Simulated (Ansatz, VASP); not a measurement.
# Y: VASP beside Ansatz

Contents of INCAR:

```
SYSTEM = Y
PREC = Accurate
ENCUT = 600
EDIFF = 1E-6
ISMEAR = -1
SIGMA = 0.15
LREAL = .FALSE.
LASPH = .TRUE.
NELM = 60
ALGO = Fast
ISIF = 3
LWAVE = .FALSE.
LCHARG = .FALSE.
GGA = PS
IBRION = 2
NSW = 80
EDIFFG = -0.001
```

File KPOINTS:

```
regular mesh
0
G
  15 15 8
  0 0 0
```

File POSCAR:

```
Y
1.0
    3.5991554591      0.0000000029      0.0000000000
   -1.7995777320      3.1169600583      0.0000000000
    0.0000000000      0.0000000000      5.5816203737
Y
2
Direct
    0.3333333333      0.6666666667      0.2500000000
    0.6666666667      0.3333333333      0.7500000000
```

Input for Ansatz:

```yaml
crystal:
  lattice:
    - [3.5991554591, 2.9e-09, 0.0]
    - [-1.799577732, 3.1169600583, 0.0]
    - [0.0, 0.0, 5.5816203737]
  atoms:
    - { symbol: "Y", position: [0.3333333333, 0.6666666667, 0.25] }
    - { symbol: "Y", position: [0.6666666667, 0.3333333333, 0.75] }
basis:
  ecutwfc: 420
kpoints:
  mp_grid: { grid: [15, 15, 8] }
hamiltonian:
  xc: pbesol
  pseudopotentials: { kind: paw, azcp: { folder: soft_1 } }
scf:
  occupations: { method: fermi_dirac, width: 0.15 }
output:
  forces: true
  stress: true
  eigenvalues: true
relax:
  adjacent_minimum: "off"
  f_tol: 0.001
  max_steps: 60
  cell: { stress_tol: 0.01 }
```

Alike in both runs: task relaxation of cell and atoms; functional PBEsol; k mesh 15 × 15 × 8; occupations fermi-dirac, width 0.15 eV; no spin polarisation.

```csv
,VASP,Ansatz
version,VASP 6.6.1,Ansatz 0.2.0
potentials or method,"VASP PAW PBE potentials, release 64 (Y_sv), cutoff 600 eV","scalar-relativistic, plane waves, PAW"
valence electrons in the cell,22,22
```

|  | VASP | Ansatz | Ansatz less VASP |
| --- | --- | --- | --- |
| gap on the k mesh at the Fermi level, each at its own relaxed structure (eV) | none | none | - |
| relaxed volume (Å³/atom) | 31.37 | 31.47 | +0.094 |
| relaxed length of the cell vector where the two differ most in proportion (Å) | 3.589 | 3.592 | +0.0036 |

VASP's potentials were made for PBE, not for PBEsol, and Ansatz warns of the same on its side. A gap of «none» marks a metal or a gap that the smearing closes.
